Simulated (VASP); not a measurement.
# Cr (Fm-3m) in VASP: further runs

Runs on Cr. Level: PBEsol. Tasks: single point, relaxation of cell and atoms.

Everything below comes from runs of VASP 6.6.1. Logs are shortened: lines on timing, memory, paths and dates and some standing lists are left out, and cuts for length are marked.

## 1. The cell of the first run

The structure is cubic, space group Fm-3m (No. 225). Conventional cell: a = 3.578 Å, b = 3.578 Å, c = 3.578 Å, α = 90.00°, β = 90.00°, γ = 90.00°. Within 3.3 Å of Cr (site symmetry m-3m) lie 12 Cr at 2.53 Å.

## 2. Single point, PBEsol

Contents of INCAR:

```
SYSTEM = Cr
ALGO = Normal ; EDIFF = 1E-6
ENCUT = 500 ; GGA = PS
GGA_COMPAT = .FALSE. ; ISIF = 2
ISMEAR = 0 ; LASPH = .TRUE.
LCHARG = .TRUE. ; LELF = .TRUE.
LREAL = .FALSE. ; LVHAR = .TRUE.
LWAVE = .FALSE. ; NBANDS = 12
NELM = 120 ; PREC = Accurate
SIGMA = 0.1
```

Contents of KPOINTS:

```
k-points
0
G
  10 10 10
  0 0 0
```

Contents of POSCAR:

```
Cr
1.0
    0.0000000000      1.7890535127      1.7890535127
    1.7890535127      0.0000000000      1.7890535127
    1.7890535127      1.7890535127      0.0000000000
Cr
1
Direct
    0.0000000000      0.0000000000      0.0000000000
```

Potentials or basis: VASP PAW PBE potentials, release 64 (Cr_pv).

Started as:

```bash
cat potpaw_PBE.64/Cr_pv/POTCAR > POTCAR
mpirun -np 1 vasp_std > vasp.out
```

OUTCAR:

```text
SYSTEM = Cr
   EDIFF = 1E-6
   ENCUT = 500
   GGA = PS
   ISIF = 2
   ISMEAR = 0
   LASPH = .TRUE.
   LREAL = .FALSE.
   NELM = 120
   PREC = Accurate

 ion  position               nearest neighbor table
   1  0.000  0.000  0.000-

  LATTYP: Found a face centered cubic cell.
 ALAT       =     3.5781070254

  Lattice vectors:

 A1 = (   0.0000000000,   1.7890535127,   1.7890535127)
 A2 = (   1.7890535127,   0.0000000000,   1.7890535127)
 A3 = (   1.7890535127,   1.7890535127,   0.0000000000)

Analysis of symmetry for initial positions (statically):
=====================================================================
 Subroutine PRICEL returns:
 Original cell was already a primitive cell.

 Routine SETGRP: Setting up the symmetry group for a
 face centered cubic supercell.

 Subroutine GETGRP returns: Found 48 space group operations
 (whereof 48 operations were pure point group operations)
 out of a pool of 48 trial point group operations.

The static configuration has the point symmetry O_h .

Analysis of symmetry for dynamics (positions and initial velocities):
=====================================================================
 Subroutine PRICEL returns:
 Original cell was already a primitive cell.

 Routine SETGRP: Setting up the symmetry group for a
 face centered cubic supercell.

 Subroutine GETGRP returns: Found 48 space group operations
 (whereof 48 operations were pure point group operations)
 out of a pool of 48 trial point group operations.

The dynamic configuration has the point symmetry O_h .

 Subroutine INISYM returns: Found 48 space group operations
 (whereof 48 operations are pure point group operations),
 and found     1 'primitive' translations

----------------------------------------------------------------------------------------

                                     Primitive cell

  volume of cell :      11.4525

  direct lattice vectors                    reciprocal lattice vectors
     0.000000000  1.789053513  1.789053513    -0.279477386  0.279477386  0.279477386
     1.789053513  0.000000000  1.789053513     0.279477386 -0.279477386  0.279477386
     1.789053513  1.789053513  0.000000000     0.279477386  0.279477386 -0.279477386

  length of vectors
     2.530103741  2.530103741  2.530103741     0.484069033  0.484069033  0.484069033

  position of ions in fractional coordinates (direct lattice)
     0.000000000  0.000000000  0.000000000

  ion indices of the primitive-cell ions
   primitive index   ion index
                 1           1

----------------------------------------------------------------------------------------

 KPOINTS: k-points

Automatic generation of k-mesh.
 Grid dimensions read from file:
 generate k-points for:   10   10   10

 Generating k-lattice:

  Cartesian coordinates                     Fractional coordinates (reciprocal lattice)
    -0.027947739  0.027947739  0.027947739     0.100000000  0.000000000  0.000000000
     0.027947739 -0.027947739  0.027947739     0.000000000  0.100000000  0.000000000
     0.027947739  0.027947739 -0.027947739     0.000000000  0.000000000  0.100000000

  Length of vectors
     0.048406903  0.048406903  0.048406903

  Shift w.r.t. Gamma in fractional coordinates (k-lattice)
     0.000000000  0.000000000  0.000000000

 Subroutine IBZKPT returns following result:
 ===========================================

 Found     47 irreducible k-points:

 Following reciprocal coordinates:
            Coordinates               Weight
  0.000000  0.000000  0.000000      1.000000
  0.100000  0.000000  0.000000      8.000000
  0.200000  0.000000  0.000000      8.000000
  0.300000  0.000000  0.000000      8.000000
  0.400000  0.000000  0.000000      8.000000
  0.500000  0.000000  0.000000      4.000000
[... 16 lines left out ...]
  0.300000  0.300000  0.000000      6.000000
  0.400000  0.300000  0.000000     24.000000
 [... further k-points ...]
   k-points           NKPTS =     47   k-points in BZ     NKDIM =     47   number of bands    NBANDS=     12
   number of dos      NEDOS =    301   number of ions     NIONS =      1
   total plane-waves  NPLWV =   5832
   dimension x,y,z NGX =    18 NGY =   18 NGZ =   18
   dimension x,y,z NGXF=    36 NGYF=   36 NGZF=   36
   ions per type =               1
   NGX,Y,Z   is equivalent  to a cutoff of  11.83, 11.83, 11.83 a.u.
   NGXF,Y,Z  is equivalent  to a cutoff of  23.65, 23.65, 23.65 a.u.
 SYSTEM =  Cr
   PREC   = accura    normal or accurate (medium, high low for compatibility)
   ISTART =      0    job   : 0-new  1-cont  2-samecut
   ICHARG =      2    charge: 1-file 2-atom 10-const
   ISPIN  =      1    spin polarized calculation?
   LNONCOLLINEAR =      F non collinear calculations
   LSORBIT =      F    spin-orbit coupling
   LASPH  =      T    aspherical Exc in radial PAW
   ENCUT  =  500.0 eV  36.75 Ry    6.06 a.u.   4.61  4.61  4.61*2*pi/ulx,y,z
   NELM   =    120;   NELMIN=  2; NELMDL= -5     # of ELM steps
   EDIFF  = 0.1E-05   stopping-criterion for ELM
   LREAL  =      F    real-space projection
   EDIFFG = 0.1E-04   stopping-criterion for IOM
   NSW    =      0    number of steps for IOM
   IBRION =     -1    ionic relax: 0-MD 1-quasi-New 2-CG
   NFREE  =      0    steps in history (QN), initial steepest desc. (CG)
   ISIF   =      2    stress and relaxation
   ISYM   =      2    0-nonsym 1-usesym 2-fastsym
   POTIM  = 0.5000    time-step for ionic-motion
   TEBEG  =    0.0;   TEEND  =   0.0 temperature during run
   PSTRESS=    0.0 pullay stress
   NELECT =      12.0000    total number of electrons
   NUPDOWN=      -1.0000    fix difference up-down
   EMIN   =  10.00;   EMAX   =-10.00  energy-range for DOS
   EFERMI =   0.00;   METHOD = LEGACY
   ISMEAR =     0;   SIGMA  =   0.10  broadening in eV -4-tet -1-fermi 0-gaus
   EFERMI_NEDOS =   21; number of points for ismear=-14 and -15
   IALGO  =     38    algorithm
   IMIX   =      4    mixing-type and parameters
     AMIX     =   0.40;   BMIX     =  1.00
     AMIX_MAG =   1.60;   BMIX_MAG =  1.00
  volume/ion in A,a.u.               =      11.45        77.29
  Fermi-wavevector in a.u.,A,eV,Ry     =   1.662782  3.142202 37.617975  2.764843
  Thomas-Fermi vector in A             =   2.749613
   LORBIT       =      0    0 simple, 1 ext, 2 COOP (PROOUT), +10 PAW based schemes
   GGA     = PS    functional components
   LHFCALC =     F    Hartree Fock is set to
   AEXX    =    0.0000 exact exchange contribution
   IVDW    =     0    specifies the selected vdW correction
   LEPSILON=     F    determine dielectric tensor
   LRPA    =     F    only Hartree local field effects (RPA)
 non-spin polarized calculation
 Gauss-broadening in eV      SIGMA  =   0.10
  energy-cutoff  :      500.00
  volume of cell :       11.45
 maximum number of plane-waves:       302
   NGX =  9   NGY =  9   NGZ =  9

 number of electron      12.0000006 magnetization

 Free energy of the ion-electron system (eV)
  ---------------------------------------------------
  ext. energy  EPLUGINS =         0.00000000
  ---------------------------------------------------
  free energy    TOTEN  =        -9.83345175 eV

  energy without entropy =       -9.82502255  energy(sigma->0) =       -9.82923715

 E-fermi :  10.6837     XC(G=0): -13.8697

 val. band max:       10.6625368370   @ k =   0.2000   0.1000   0.0000
 cond. band min:      10.7063863799   @ k =   0.4000   0.0000   0.0000
 fundamental gap:      0.0438495428
 Fermi energy:        10.6836943656

 k-point     1 :       0.0000    0.0000    0.0000
  band No.  band energies     occupation
      1     -31.4681      2.00000
      2     -31.4681      2.00000
      3     -31.4681      2.00000
      4       3.0381      2.00000
      5      10.2326      2.00000
      6      10.2326      2.00000
      7      10.2326      2.00000
      8      12.0633      0.00000
      9      12.0634      0.00000
     10      18.2307      0.00000
     11      30.7273      0.00000
     12      36.5189      0.00000

 k-point     2 :       0.1000    0.0000    0.0000
  band No.  band energies     occupation
      1     -31.5635      2.00000
      2     -31.4800      2.00000
      3     -31.4800      2.00000
      4       3.4528      2.00000
      5      10.0381      2.00000
      6      10.3652      1.99999
      7      10.3652      1.99999
      8      11.9933      0.00000
      9      11.9933      0.00000
     10      18.2306      0.00000
     11      30.8355      0.00000
     12      33.8567      0.00000

 k-point     3 :       0.2000    0.0000    0.0000
  band No.  band energies     occupation
      1     -31.8088      2.00000
      2     -31.5108      2.00000
      3     -31.5108      2.00000
      4       4.5726      2.00000
      5       9.6527      2.00000
      6      10.5548      1.93172
      7      10.5548      1.93172
      8      12.0100      0.00000
      9      12.0100      0.00000
     10      18.2304      0.00000
     11      28.9387      0.00000
     12      31.9156      0.00000

 k-point     4 :       0.3000    0.0000    0.0000
  band No.  band energies     occupation
      1     -32.1046      2.00000
      2     -31.5486      2.00000
      3     -31.5486      2.00000
      4       5.8913      2.00000
      5       9.6592      2.00000
      6      10.4288      1.99969
      7      10.4288      1.99969
      8      12.4825      0.00000
      9      12.4825      0.00000
     10      18.2300      0.00000
     11      25.2526      0.00000
     12      31.0363      0.00000

 k-point     5 :       0.4000    0.0000    0.0000
  band No.  band energies     occupation
      1     -32.3382      2.00000
      2     -31.5790      2.00000
      3     -31.5790      2.00000
      4       6.5336      2.00000
      5      10.1872      2.00000
      6      10.1872      2.00000
      7      10.7064      0.74828
      8      13.0890      0.00000
      9      13.0890      0.00000
     10      18.2292      0.00000
     11      21.9973      0.00000
     12      30.0666      0.00000
[... 228 lines left out ...]
      1     -32.1988      2.00000
      2     -31.8199      2.00000
      3     -31.5915      2.00000
      4       7.5452      2.00000
      5       9.2394      2.00000
      6       9.4763      2.00000
      7      10.9752      0.00004
      8      12.2474      0.00000
      9      15.0372      0.00000
     10      18.2298      0.00000
     11      23.6136      0.00000
     12      27.0636      0.00000

 k-point    22 :      -0.2000    0.2000    0.0000
  band No.  band energies     occupation
      1     -32.0567      2.00000
      2     -31.7300      2.00000
      3     -31.5437      2.00000
      4       6.5956      2.00000
      5       9.0709      2.00000
      6      10.0066      2.00000
      7      11.1745      0.00000
      8      11.4658      0.00000
      9      13.7561      0.00000
     10      18.2301      0.00000
     11      27.2576      0.00000
     12      27.3274      0.00000

 k-point    23 :       0.3000    0.3000    0.0000
  band No.  band energies     occupation
      1     -32.0717      2.00000
      2     -31.6890      2.00000
      3     -31.6890      2.00000
      4       6.3961      2.00000
      5       8.1431      2.00000
      6      11.0672      0.00000
      7      12.1735      0.00000
      8      12.1735      0.00000
      9      12.8548      0.00000
     10      18.2302      0.00000
     11      28.9684      0.00000
     12      29.7285      0.00000

 k-point    24 :       0.4000    0.3000    0.0000
  band No.  band energies     occupation
      1     -32.1953      2.00000
      2     -31.7571      2.00000
      3     -31.7264      2.00000
      4       6.7795      2.00000
      5       7.8855      2.00000
      6      11.0598      0.00000
      7      12.2978      0.00000
      8      13.2771      0.00000
      9      13.6270      0.00000
     10      18.2299      0.00000
     11      26.3053      0.00000
     12      27.6860      0.00000

 [... further k-points ...]
[... 5 lines left out ...]
  --------------------------------------------------------------------------------------
  -------------------------------------------------------------------------------------
  Total       -0.0400725     -0.0400725     -0.0400725     -0.0000000      0.0000000     -0.0000000
  in kB       -5.6060482     -5.6060482     -5.6060482     -0.0000000      0.0000000     -0.0000000
  external PRESSURE =      -5.6060482 kB  Pullay stress =       0.0000000 kB

 VOLUME and BASIS-vectors are now :
 -----------------------------------------------------------------------------
  energy-cutoff  :      500.00
  volume of cell :       11.45
      direct lattice vectors                 reciprocal lattice vectors
     0.000000000  1.789053513  1.789053513    -0.279477386  0.279477386  0.279477386
     1.789053513  0.000000000  1.789053513     0.279477386 -0.279477386  0.279477386
     1.789053513  1.789053513  0.000000000     0.279477386  0.279477386 -0.279477386

 POSITION                                       TOTAL-FORCE (eV/Angst)
 -----------------------------------------------------------------------------------
      0.00000      0.00000      0.00000         0.000000      0.000000      0.000000
 -----------------------------------------------------------------------------------
    total drift:                                0.000000     -0.000000      0.000000

  FREE ENERGIE OF THE ION-ELECTRON SYSTEM (eV)
  ---------------------------------------------------
  free  energy   TOTEN  =        -9.8334517480 eV

  energy  without entropy=       -9.8250225475  energy(sigma->0) =       -9.82923715
```

It took 17 s on 1 thread of Intel Xeon 8259CL, shared host; peak memory 0.12 GiB.

What came out:

```yaml
Free_energy: -9.8335 eV
Pressure: -0.6 GPa
Band_gap_on_the_k_mesh: zero (band 6 reaches 13.30 eV, above the bottom of band 7 at 10.23 eV)
```

Levels at points of the mesh, in eV from the Fermi level:
```tsv
k point	band 2	band 3	band 4	band 5	band 6	band 7	band 8	band 9	band 10	band 11
(0.00, 0.00, 0.00)	-42.15	-42.15	-7.65	-0.45	-0.45	-0.45	1.38	1.38	7.55	20.04
(0.50, 0.00, 0.00)	-42.27	-42.27	-4.06	-0.60	-0.60	0.91	2.67	2.67	7.54	9.80
(0.50, 0.50, 0.00)	-42.49	-42.49	-4.34	-3.44	2.62	3.02	3.02	3.87	7.55	12.83
```

Caveat: the PAW data sets were made with another functional, which shifts forces and pressure a little; the run has no spin polarisation, though such a crystal can be magnetic.

## 3. Single point, PBEsol, collinear spin, ferromagnetic start

This run uses another cell than the first one, of 12.46 Å³/atom, 1.088 times its volume.

Contents of INCAR:

```
SYSTEM = Cr
  ALGO = Normal
  EDIFF = 1E-6
  ENCUT = 500
  GGA = PS
  GGA_COMPAT = .False.
  ISIF = 2
  ISMEAR = 0
  ISPIN = 2
  LASPH = .True.
  LCHARG = .True.
  LELF = .True.
  LMAXMIX = 4
  LORBIT = 11
  LREAL = .False.
  LVHAR = .True.
  LWAVE = .False.
  MAGMOM = 3
  NBANDS = 16
  NELM = 200
  PREC = Accurate
  SIGMA = 0.1
```

Contents of KPOINTS:

```
k-points
0
Gamma
  8 8 8
  0 0 0
```

Contents of POSCAR:

```
Cr
1.0
    0.0000000000      1.8400000000      1.8400000000
    1.8400000000      0.0000000000      1.8400000000
    1.8400000000      1.8400000000      0.0000000000
Cr
1
Direct
    0.0000000000      0.0000000000      0.0000000000
```

Potentials or basis: VASP PAW PBE potentials, release 64 (Cr_pv).

Started as:

```bash
cat potpaw_PBE.64/Cr_pv/POTCAR > POTCAR
mpirun -np 1 vasp_std > vasp.out
```

It took 51 s on 1 thread of Intel Xeon 8259CL, shared host; peak memory 0.13 GiB.

The run converged. Its results:

* Free energy: -9.7747 eV
* Pressure: -18.0 GPa
* Band gap on the k mesh: zero (filled and empty bands overlap)
* Net moment: 0.00 μB per cell
* Valence electrons inside the program's atomic spheres: Cr 10.90

Levels at points of the mesh, in eV from the Fermi level:
Spin up:
```csv
k point,band 2,band 3,band 4,band 5,band 6,band 7,band 8,band 9,band 10,band 11
"(0.00, 0.00, 0.00)",-42.26,-42.26,-7.26,-0.33,-0.33,-0.33,1.28,1.28,7.46,19.61
"(0.50, 0.00, 0.00)",-42.36,-42.36,-3.65,-0.46,-0.46,0.83,2.42,2.42,7.46,8.88
"(0.50, 0.50, 0.00)",-42.52,-42.52,-3.80,-2.99,2.37,2.73,2.73,3.57,7.46,11.83
```
Spin down:
| k point | band 2 | band 3 | band 4 | band 5 | band 6 | band 7 | band 8 | band 9 | band 10 | band 11 |
| --- | --- | --- | --- | --- | --- | --- | --- | --- | --- | --- |
| (0.00, 0.00, 0.00) | -42.26 | -42.26 | -7.26 | -0.33 | -0.33 | -0.33 | 1.28 | 1.28 | 7.46 | 19.61 |
| (0.50, 0.00, 0.00) | -42.36 | -42.36 | -3.65 | -0.46 | -0.46 | 0.83 | 2.42 | 2.42 | 7.46 | 8.88 |
| (0.50, 0.50, 0.00) | -42.52 | -42.52 | -3.80 | -2.99 | 2.37 | 2.72 | 2.72 | 3.57 | 7.46 | 11.83 |

Caveat: the k points lie up to 0.37 Å⁻¹ apart; the starting moments collapsed, and a magnetic state may lie lower; the PAW data sets were made with another functional, which shifts forces and pressure a little.

## 4. Relaxation of cell and atoms, PBEsol

This run uses another cell than the first one, of 12.46 Å³/atom, 1.088 times its volume.

Contents of INCAR:

```
  ALGO = Normal
  EDIFF = 1E-7
  EDIFFG = -0.05
  ENCUT = 500
  GGA = PS
  GGA_COMPAT = False
  IBRION = 2
  ISIF = 3
  ISMEAR = 0
  LASPH = True
  LCHARG = False
  LREAL = False
  LWAVE = False
  NELM = 120
  NELMIN = 4
  NSW = 100
  PREC = Accurate
  SIGMA = 0.1
```

Contents of KPOINTS:

```
k-points
0
Gamma
  10 10 10
```

POSCAR is that of step 3.

Started as:

```bash
cat potpaw_PBE.64/Cr_pv/POTCAR > POTCAR
mpirun -np 1 vasp_std > vasp.out
```

Wall time 46 s (1 thread of Intel Xeon 8259CL, shared host); peak memory 0.13 GiB.

It converged, with:

- Free energy: -9.8341 eV
- Relaxed volume: 11.44 Å³/atom
- Relaxed cell: a = 2.529 Å, b = 2.529 Å, c = 2.529 Å, α = 60.00°, β = 60.00°, γ = 60.00°
- Space group after relaxing (to 0.05 Å): Fm-3m (No. 225)
- Energy gained by relaxing: 64.2 meV/atom
- Ionic steps: 4
- Pressure after relaxing: -0.1 GPa
- Band gap on the k mesh: zero (band 6 reaches 13.33 eV, above the bottom of band 7 at 10.25 eV)

The path:
```
step  energy change (eV)  largest force (eV/Å)  pressure (GPa)  volume (Å³)
   1              0.0000                0.0000          -18.66        12.46
   2              0.1107                0.0000           44.18        10.02
   3             -0.0641                0.0000           -0.85        11.47
   4             -0.0642                0.0000           -0.10        11.44
```

Final structure:
```yaml
crystal:
  lattice:
    - [0.00000, 1.78832, 1.78832]
    - [1.78832, 0.00000, 1.78832]
    - [1.78832, 1.78832, 0.00000]
  atoms:
    - { symbol: Cr, position: [0.00000, 0.00000, 0.00000] }
```

Levels at points of the mesh, in eV from the Fermi level:
| k point | band 3 | band 4 | band 5 | band 6 | band 7 | band 8 | band 9 | band 10 |
| --- | --- | --- | --- | --- | --- | --- | --- | --- |
| (0.00, 0.00, 0.00) | -42.15 | -7.65 | -0.45 | -0.45 | -0.45 | 1.38 | 1.38 | 7.55 |
| (0.50, 0.00, 0.00) | -42.27 | -4.07 | -0.60 | -0.60 | 0.91 | 2.68 | 2.68 | 7.54 |
| (0.50, 0.50, 0.00) | -42.49 | -4.34 | -3.45 | 2.62 | 3.02 | 3.02 | 3.88 | 7.55 |

Caveat: the PAW data sets were made with another functional, which shifts forces and pressure a little; the run has no spin polarisation, though such a crystal can be magnetic. Spin polarisation is off, so any magnetic state and its effect on volume and gap are missing.
